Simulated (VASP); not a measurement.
# Ga2SnO4 (I-42m) in VASP: relaxation of cell and atoms with PBE

Aim: the relaxation of cell and atoms of Ga2SnO4 with PBE.

Program: VASP 6.6.1. These are calculated values, not measurements. Logs are shortened: lines on timing, memory, paths and dates and some standing lists are left out, and cuts for length are marked.

**1. The cell of the first run**

It takes space group I-42m (No. 121, tetragonal). Conventional cell: a = 4.768 Å, b = 4.768 Å, c = 9.064 Å, α = 90.00°, β = 90.00°, γ = 90.00°. Within 2.7 Å of Ga (site symmetry -4) lie 4 O at 2.02 Å. Sn (site symmetry -42m) has 4 O at 2.21 Å within 2.9 Å. Within 2.7 Å of O (site symmetry m) lie 2 Ga at 2.02 Å and 1 Sn at 2.21 Å.

The cell was generated, and may not be a known phase.

**2. Relaxation of cell and atoms, PBE**

File INCAR:

```
ALGO = Normal
EDIFF = 1E-7
EDIFFG = -0.08
ENCUT = 600
GGA = PE
IBRION = 2
ISIF = 3
ISMEAR = 0
LASPH = T
LCHARG = F
LREAL = F
LWAVE = F
NELM = 80
NSW = 36
PREC = Accurate
SIGMA = 0.15
```

File KPOINTS:

```
k-points
0
Gamma
  4 4 4
```

File POSCAR:

```
Ga2SnO4
1.0
   -2.3841077400      2.3841077400      4.5320796200
    2.3841077400     -2.3841077400      4.5320796200
    2.3841077400      2.3841077400     -4.5320796200
Ga Sn O
2 1 4
Direct
    0.2500000000      0.7500000000      0.5000000000
    0.7500000000      0.2500000000      0.5000000000
    0.5000000000      0.5000000000      0.0000000000
    0.6508269900      0.0927510000      0.0000000000
    0.3491730100      0.3491730100      0.4419240100
    0.9072490000      0.9072490000      0.5580759900
    0.0927510000      0.6508269900      0.0000000000
```

Potentials or basis: VASP PAW PBE potentials, release 64 (Ga_d, Sn_d, O).

Command:

```bash
$ cat potpaw_PBE.64/Ga_d/POTCAR potpaw_PBE.64/Sn_d/POTCAR potpaw_PBE.64/O/POTCAR > POTCAR
$ mpirun -np 1 vasp_std > vasp.out
```

OUTCAR:

```text
EDIFF = 1E-7
   EDIFFG = -0.08
   ENCUT = 600
   GGA = PE
   IBRION = 2
   ISIF = 3
   ISMEAR = 0
   LASPH = T
   LREAL = F
   NELM = 80
   NSW = 36
   PREC = Accurate

 ion  position               nearest neighbor table
   1  0.250  0.750  0.500-   4 2.02   5 2.02   6 2.02   7 2.02   3 3.29   3 3.29   3 3.29   3 3.29

   2  0.750  0.250  0.500-   5 2.02   6 2.02   7 2.02   4 2.02   3 3.29   3 3.29   3 3.29   3 3.29

   3  0.500  0.500  0.000-   6 2.21   4 2.21   7 2.21   5 2.21   2 3.29   2 3.29   1 3.29   1 3.29
                             2 3.29   1 3.29   1 3.29   2 3.29
   4  0.651  0.093  0.000-   2 2.02   1 2.02   3 2.21
   5  0.349  0.349  0.442-   1 2.02   2 2.02   3 2.21
   6  0.907  0.907  0.558-   1 2.02   2 2.02   3 2.21
   7  0.093  0.651  0.000-   1 2.02   2 2.02   3 2.21

  LATTYP: Found a body centered tetragonal cell.
 ALAT       =     4.7682154800
 C/A-ratio  =     1.9009541993

  Lattice vectors:

 A1 = (  -2.3841077400,   2.3841077400,   4.5320796200)
 A2 = (   2.3841077400,  -2.3841077400,   4.5320796200)
 A3 = (   2.3841077400,   2.3841077400,  -4.5320796200)

Analysis of symmetry for initial positions (statically):
=====================================================================
 Subroutine PRICEL returns:
 Original cell was already a primitive cell.

 Routine SETGRP: Setting up the symmetry group for a
 body centered tetragonal supercell.

 Subroutine GETGRP returns: Found  8 space group operations
 (whereof  8 operations were pure point group operations)
 out of a pool of 16 trial point group operations.

The static configuration has the point symmetry D_2d.

Analysis of symmetry for dynamics (positions and initial velocities):
=====================================================================
 Subroutine PRICEL returns:
 Original cell was already a primitive cell.

 Routine SETGRP: Setting up the symmetry group for a
 body centered tetragonal supercell.

 Subroutine GETGRP returns: Found  8 space group operations
 (whereof  8 operations were pure point group operations)
 out of a pool of 16 trial point group operations.

The dynamic configuration has the point symmetry D_2d.

 Subroutine INISYM returns: Found  8 space group operations
 (whereof  8 operations are pure point group operations),
 and found     1 'primitive' translations

----------------------------------------------------------------------------------------

                                     Primitive cell

  volume of cell :     103.0408

  direct lattice vectors                    reciprocal lattice vectors
    -2.384107740  2.384107740  4.532079620     0.000000000  0.209722066  0.110324628
     2.384107740 -2.384107740  4.532079620     0.209722066  0.000000000  0.110324628
     2.384107740  2.384107740 -4.532079620     0.209722066  0.209722066  0.000000000

  length of vectors
     5.648688796  5.648688796  5.648688796     0.236970185  0.236970185  0.296591790

  position of ions in fractional coordinates (direct lattice)
     0.250000000  0.750000000  0.500000000
     0.750000000  0.250000000  0.500000000
     0.500000000  0.500000000  0.000000000
     0.650826990  0.092751000  0.000000000
     0.349173010  0.349173010  0.441924010
     0.907249000  0.907249000  0.558075990
     0.092751000  0.650826990  0.000000000

  ion indices of the primitive-cell ions
   primitive index   ion index
                 1           1
                 2           2
                 3           3
                 4           4
                 5           5
                 6           6
                 7           7

----------------------------------------------------------------------------------------

 KPOINTS: k-points

Automatic generation of k-mesh.
 Grid dimensions read from file:
 generate k-points for:    4    4    4

 Generating k-lattice:

  Cartesian coordinates                     Fractional coordinates (reciprocal lattice)
     0.000000000  0.052430516  0.027581157     0.250000000 -0.000000000  0.000000000
     0.052430516  0.000000000  0.027581157    -0.000000000  0.250000000  0.000000000
     0.052430516  0.052430516  0.000000000     0.000000000  0.000000000  0.250000000

  Length of vectors
     0.059242546  0.059242546  0.074147947

  Shift w.r.t. Gamma in fractional coordinates (k-lattice)
     0.000000000  0.000000000  0.000000000

 Subroutine IBZKPT returns following result:
 ===========================================

 Found     13 irreducible k-points:

 Following reciprocal coordinates:
            Coordinates               Weight
  0.000000  0.000000  0.000000      1.000000
  0.250000 -0.000000  0.000000      8.000000
  0.500000 -0.000000  0.000000      4.000000
  0.250000  0.250000  0.000000      8.000000
  0.500000  0.250000  0.000000     16.000000
 -0.250000  0.250000  0.000000      4.000000
  0.500000  0.500000  0.000000      2.000000
  0.250000  0.250000  0.250000      2.000000
 -0.250000  0.250000  0.250000      4.000000
  0.500000  0.500000  0.250000      4.000000
 -0.250000  0.500000  0.250000      8.000000
 -0.250000 -0.250000  0.250000      2.000000
  0.500000  0.500000  0.500000      1.000000
   k-points           NKPTS =     13   k-points in BZ     NKDIM =     13   number of bands    NBANDS=     38
   number of dos      NEDOS =    301   number of ions     NIONS =      7
   total plane-waves  NPLWV = 110592
   dimension x,y,z NGX =    48 NGY =   48 NGZ =   48
   dimension x,y,z NGXF=    96 NGYF=   96 NGZF=   96
   ions per type =               2   1   4
   NGX,Y,Z   is equivalent  to a cutoff of  14.13, 14.13, 14.13 a.u.
   NGXF,Y,Z  is equivalent  to a cutoff of  28.25, 28.25, 28.25 a.u.
 SYSTEM =  unknown system
   PREC   = accura    normal or accurate (medium, high low for compatibility)
   ISTART =      0    job   : 0-new  1-cont  2-samecut
   ICHARG =      2    charge: 1-file 2-atom 10-const
   ISPIN  =      1    spin polarized calculation?
   LNONCOLLINEAR =      F non collinear calculations
   LSORBIT =      F    spin-orbit coupling
   LASPH  =      T    aspherical Exc in radial PAW
   ENCUT  =  600.0 eV  44.10 Ry    6.64 a.u.  11.28 11.28 11.28*2*pi/ulx,y,z
   NELM   =     80;   NELMIN=  2; NELMDL= -5     # of ELM steps
   EDIFF  = 0.1E-06   stopping-criterion for ELM
   LREAL  =      F    real-space projection
   EDIFFG = -.8E-01   stopping-criterion for IOM
   NSW    =     36    number of steps for IOM
   IBRION =      2    ionic relax: 0-MD 1-quasi-New 2-CG
   NFREE  =      1    steps in history (QN), initial steepest desc. (CG)
   ISIF   =      3    stress and relaxation
   ISYM   =      2    0-nonsym 1-usesym 2-fastsym
   POTIM  = 0.5000    time-step for ionic-motion
   TEBEG  =    0.0;   TEEND  =   0.0 temperature during run
   PSTRESS=    0.0 pullay stress
   NELECT =      64.0000    total number of electrons
   NUPDOWN=      -1.0000    fix difference up-down
   EMIN   =  10.00;   EMAX   =-10.00  energy-range for DOS
   EFERMI =   0.00;   METHOD = LEGACY
   ISMEAR =     0;   SIGMA  =   0.15  broadening in eV -4-tet -1-fermi 0-gaus
   EFERMI_NEDOS =   21; number of points for ismear=-14 and -15
   IALGO  =     38    algorithm
   IMIX   =      4    mixing-type and parameters
     AMIX     =   0.40;   BMIX     =  1.00
     AMIX_MAG =   1.60;   BMIX_MAG =  1.00
  volume/ion in A,a.u.               =      14.72        99.34
  Fermi-wavevector in a.u.,A,eV,Ry     =   1.396792  2.639554 26.545345  1.951028
  Thomas-Fermi vector in A             =   2.520112
   LORBIT       =      0    0 simple, 1 ext, 2 COOP (PROOUT), +10 PAW based schemes
   GGA     = PE    functional components
   LHFCALC =     F    Hartree Fock is set to
   AEXX    =    0.0000 exact exchange contribution
   IVDW    =     0    specifies the selected vdW correction
   LEPSILON=     F    determine dielectric tensor
   LRPA    =     F    only Hartree local field effects (RPA)
 conjugate gradient relaxation of ions
 non-spin polarized calculation
 Gauss-broadening in eV      SIGMA  =   0.15
  energy-cutoff  :      600.00
  volume of cell :      103.04
 maximum number of plane-waves:      3466
 NGX is ok and might be reduce to    48
   NGX = 23   NGY = 23   NGZ = 23

--------------------------------------- Ionic step        1  -------------------------------------------

 number of electron      63.9999996 magnetization

 Free energy of the ion-electron system (eV)
  ---------------------------------------------------
  ext. energy  EPLUGINS =         0.00000000
  ---------------------------------------------------
  free energy    TOTEN  =       -38.07976697 eV

  energy without entropy =      -38.07926650  energy(sigma->0) =      -38.07951674

------------------------ aborting loop because EDIFF is reached ----------------------------------------

  FORCE on cell =-STRESS in cart. coord.  units (eV):
  Direction    XX          YY          ZZ          XY          YZ          ZX
  --------------------------------------------------------------------------------------
  -------------------------------------------------------------------------------------
  Total       -4.7115520     -4.7115520     -0.1998715      0.0000000     -0.0000000      0.0000000
  in kB      -73.2597266    -73.2597266     -3.1077933      0.0000000     -0.0000000      0.0000000
  external PRESSURE =     -49.8757488 kB  Pullay stress =       0.0000000 kB
[... 104 lines left out ...]
  FREE ENERGIE OF THE ION-ELECTRON SYSTEM (eV)
  ---------------------------------------------------
  free  energy   TOTEN  =       -38.6750802436 eV

  energy  without entropy=      -38.6750546166  energy(sigma->0) =      -38.67506743

 E-fermi :   4.8754     XC(G=0): -10.0234

 val. band max:        4.2112024987   @ k =   0.5000   0.5000   0.5000
 cond. band min:       5.6892574175   @ k =   0.5000   0.5000   0.5000
 fundamental gap:      1.4780549188
 Fermi energy:         4.8753539761

 k-point     1 :       0.0000    0.0000    0.0000
  band No.  band energies     occupation
      1     -17.0215      2.00000
      2     -17.0215      2.00000
      3     -17.0183      2.00000
      4     -17.0001      2.00000
      5     -16.9336      2.00000
      6     -15.2240      2.00000
[... 522 lines left out ...]
     37      10.3924      0.00000
     38      11.7062      0.00000

[... ionic steps 4 to 12 ...]

--------------------------------------- Ionic step       13  -------------------------------------------

 number of electron      63.9999991 magnetization

 E-fermi :   4.2450     XC(G=0):  -9.7023

 val. band max:        3.6151689609   @ k =   0.5000   0.5000   0.5000
 cond. band min:       5.0315253554   @ k =   0.5000   0.5000   0.5000
 fundamental gap:      1.4163563946
 Fermi energy:         4.2449609263

 k-point     1 :       0.0000    0.0000    0.0000
  band No.  band energies     occupation
      1     -17.4979      2.00000
      2     -17.4903      2.00000
      3     -17.4526      2.00000
      4     -17.4526      2.00000
      5     -17.3785      2.00000
      6     -15.4220      2.00000
[... 601 lines left out ...]
  energy  without entropy=      -39.9250944671  energy(sigma->0) =      -39.92509447

--------------------------------------- Ionic step       15  -------------------------------------------

 number of electron      64.0000000 magnetization

 Free energy of the ion-electron system (eV)
  ---------------------------------------------------
  ext. energy  EPLUGINS =         0.00000000
  ---------------------------------------------------
  free energy    TOTEN  =       -39.92806558 eV

  energy without entropy =      -39.92806558  energy(sigma->0) =      -39.92806558

 E-fermi :   4.1829     XC(G=0):  -9.6250

 val. band max:        3.5157647588   @ k =   0.5000   0.5000   0.5000
 cond. band min:       4.9244084804   @ k =   0.5000   0.5000   0.5000
 fundamental gap:      1.4086437216
 Fermi energy:         4.1828830695

 k-point     1 :       0.0000    0.0000    0.0000
  band No.  band energies     occupation
      1     -17.6239      2.00000
      2     -17.6179      2.00000
      3     -17.5710      2.00000
      4     -17.5710      2.00000
      5     -17.4987      2.00000
      6     -15.4914      2.00000
[... 556 lines left out ...]
  FREE ENERGIE OF THE ION-ELECTRON SYSTEM (eV)
  ---------------------------------------------------
  free  energy   TOTEN  =       -39.9280655843 eV

  energy  without entropy=      -39.9280655843  energy(sigma->0) =      -39.92806558

 reached required accuracy - stopping structural energy minimisation
```

Run time: 31 min. Hardware: 1 thread of Intel Xeon 8259CL, shared host; peak memory 0.38 GiB.

What came out:

```yaml
Free_energy: -39.9281 eV
Relaxed_volume: 15.84 Å³/atom
Relaxed_cell: a = 6.428 Å, b = 6.428 Å, c = 6.428 Å, α = 139.51°, β = 139.51°, γ = 58.60°
Space_group_after_relaxing_to_0.1_Å: I-42m (No. 121)
Energy_gained_by_relaxing: 264.0 meV/atom
Ionic_steps: 15
Pressure_after_relaxing: -0.1 GPa
Largest_force_after_relaxing: 0.034 eV/Å
Band_gap_on_the_k_mesh: 1.41 eV
```

Forces in eV/Å, atoms in the order of the input:
```
Ga   0.000  0.000  0.000
Ga   0.000  0.000  0.000
Sn   0.000  0.000  0.000
O    0.023 -0.023  0.011
O    0.023  0.023 -0.011
O   -0.023 -0.023 -0.011
O   -0.023  0.023  0.011
```

The path:
```
step  energy change (eV)  largest force (eV/Å)  pressure (GPa)  volume (Å³)
   1              0.0000                1.7906           -4.99       103.04
   2             -0.5783                0.9594            5.70        96.32
   3             -0.5953                0.7634            8.50        95.00
   4             -1.0345                0.1819            6.83        98.53
   5             -1.2212                1.3480            6.02       104.92
   6             -1.2542                0.9940            6.02       103.36
   7             -1.5041                0.6305           -3.43       112.81
   8             -1.5050                0.6351           -2.96       112.25
   9             -1.6958                0.4287           -2.53       111.99
  10             -1.8067                0.3925           -2.30       111.38
  11             -1.8128                0.1585            3.08       107.11
  12             -1.8332                0.1435            0.47       109.07
  13             -1.8388                0.1130            0.32       109.52
  14             -1.8453                0.1183           -0.05       110.74
  15             -1.8483                0.0338           -0.15       110.91
```

Final structure:
```xyz
7
Lattice="-2.2241 2.2241 5.6053 2.2241 -2.2241 5.6053 2.2241 2.2241 -5.6053" Properties=species:S:1:pos:R:3 pbc="T T T"
Ga    2.2241    0.0000    2.8026
Ga    0.0000    2.2241    2.8026
Sn    0.0000    0.0000    5.6053
O    -1.0971    1.0971    3.8514
O     1.1271    1.1271    1.7539
O     1.0971    1.0971    7.3592
O     1.0971   -1.0971    3.8514
```

Caveat: spin-orbit coupling is left out, which moves the levels of the heavy elements; the relaxation stopped at a loose force limit of 0.08 eV/Å, so its end isn't a converged minimum.
